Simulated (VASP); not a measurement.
Here is a VASP 6.6.1 calculation.

Contents of INCAR:

```
  PREC = Accurate
  ENCUT = 520
  EDIFF = 1E-6
  ISMEAR = -1
  SIGMA = 0.05
  LREAL = Auto
  LASPH = T
  NELM = 100
  ALGO = Normal
  ISIF = 2
  LWAVE = F
  LCHARG = T
  GGA = PE
  LELF = T
  LVHAR = T
  NELECT = 134.0
  NBANDS = 80
```

KPOINTS

```
regular mesh
0
Gamma
  1 1 1
```

Contents of POSCAR:

```
Ag7Br8
1.0
    0.0000000000      5.9000260000      5.9000260000
    5.9000260000      0.0000000000      5.9000260000
    5.9000260000      5.9000260000      0.0000000000
Ag Br
7 8
Direct
   -0.0204490624      0.0131440099      0.0573641540
    0.0014491462      0.0624997246      0.4735487606
   -0.0524997686      0.5365315339     -0.0012457572
   -0.0167456889      0.5554043321      0.4711674152
    0.3821423838     -0.0148897649      0.5924126436
    0.4797860213      0.5012435538     -0.0098389397
    0.4915063086      0.5018621952      0.4622860984
    0.2646344270      0.2609225790      0.2725496464
    0.2091346716      0.2185753080      0.8199794374
    0.3482188045      0.6899461121      0.1936093163
    0.1781178591      0.7860812817      0.7350476083
    0.8110557479      0.2325159245      0.2506175397
    0.6869461253      0.3518120090      0.7061833287
    0.7387594563      0.8394878260      0.1417112399
    0.6944037196      0.8017591787      0.6636072451
```

Potentials or basis: VASP PAW PBE potentials, release 64 (Ag, Br).

The run is started by

```console
$ cat potpaw_PBE.64/Ag/POTCAR potpaw_PBE.64/Br/POTCAR > POTCAR
$ mpirun -np 1 vasp_gam > vasp.out
```

Question: What does it give for the largest force?

Answer: 2.060 eV/Å.

Forces on the atoms (eV/Å):
```
Ag  -1.387 -0.303 -0.864
Ag   0.033  0.862 -0.339
Ag   0.191  0.010 -0.015
Ag  -0.217 -0.063  0.016
Ag   0.161 -0.434  1.300
Ag  -1.633 -0.284  0.143
Ag   0.468  0.705 -0.048
Br   0.701  0.393 -0.131
Br   0.381 -0.140  0.442
Br   1.249  0.175  0.110
Br  -0.724 -0.809 -1.751
Br   1.503 -0.172  0.097
Br   0.068 -0.588 -0.018
Br  -0.241  0.065  0.321
Br  -0.552  0.582  0.736
```

Caveat: the k points lie up to 0.92 Å⁻¹ apart; the cell carries a net charge on a neutralising background, which shifts energy and pressure.
